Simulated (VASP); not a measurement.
Set up this calculation in VASP 6.6.1, as the native input.

```
Task                   : single point
Functional             : PBE
Potentials or basis    : VASP PAW PBE potentials, release 64 (K_sv, Ta_pv, O)
Cutoff                 : 520 eV
k mesh                 : 8 × 8 × 8
Occupations            : gaussian, width 0.05 eV
Spin                   : no spin polarisation
Dipole correction      : no
Further INCAR settings : ALGO = Normal; EDIFF = 1e-06; NBANDS = 27
```

The structure of KTaO3 lies in POSCAR:

```
KTaO3
1.0
    3.5894700000      0.0000000000      0.0000000000
    0.0000000000      3.9883000000      0.0000000000
    0.0000000000      0.0000000000      3.9883000000
K Ta O
1 1 3
Direct
    0.5000000000      0.5000000000      0.5000000000
    0.0000000000      0.0000000000      0.0000000000
    0.5000000000      0.0000000000      0.0000000000
    0.0000000000      0.5000000000      0.0000000000
    0.0000000000      0.0000000000      0.5000000000
```

This cell differs from its parent crystal: strain -0.1000 x Voigt [1, 0, 0, 0, 0, 0].

These files were run (other wordings do the same):

INCAR

```
PREC     = Accurate       # precision mode
ENCUT    = 520            # plane-wave cutoff, eV
EDIFF    = 1E-6           # SCF threshold, eV
ISMEAR   = 0              # smearing method
SIGMA    = 0.05           # smearing width, eV
LREAL    = F              # projectors in reciprocal space
LASPH    = T              # aspherical terms in the spheres
NELM     = 100            # most SCF steps
ALGO     = Normal         # electronic algorithm
ISIF     = 2              # what is computed and relaxed
LWAVE    = F              # write WAVECAR
LCHARG   = T              # write CHGCAR
GGA      = PE             # functional
LELF     = T              # ELF
LVHAR    = T            
NBANDS   = 27             # bands
```

KPOINTS

```
Automatic mesh
0
Gamma
  8 8 8
```

Potentials or basis: VASP PAW PBE potentials, release 64 (K_sv, Ta_pv, O).

Run with:

```sh
$ cat potpaw_PBE.64/K_sv/POTCAR potpaw_PBE.64/Ta_pv/POTCAR potpaw_PBE.64/O/POTCAR > POTCAR
$ mpirun -np 1 vasp_std > vasp.out
```

Results of the run:

| Property | Result |
| --- | --- |
| Pressure | 40.5 GPa |
| Band gap on the k mesh | 2.18 eV (least direct gap 2.51 eV) |

Caveat: the cell differs from its parent crystal (strain -0.1000 x Voigt [1, 0, 0, 0, 0, 0]); the cell stands under pressure; spin-orbit coupling is left out, which moves the levels of the heavy elements.

Wall time 110 s on 1 thread of Intel(R) Xeon(R) Platinum 8259CL CPU @ 2.50GHz (Skylake/Cascade Lake), with other jobs on the host, peak memory 0.24 GiB.
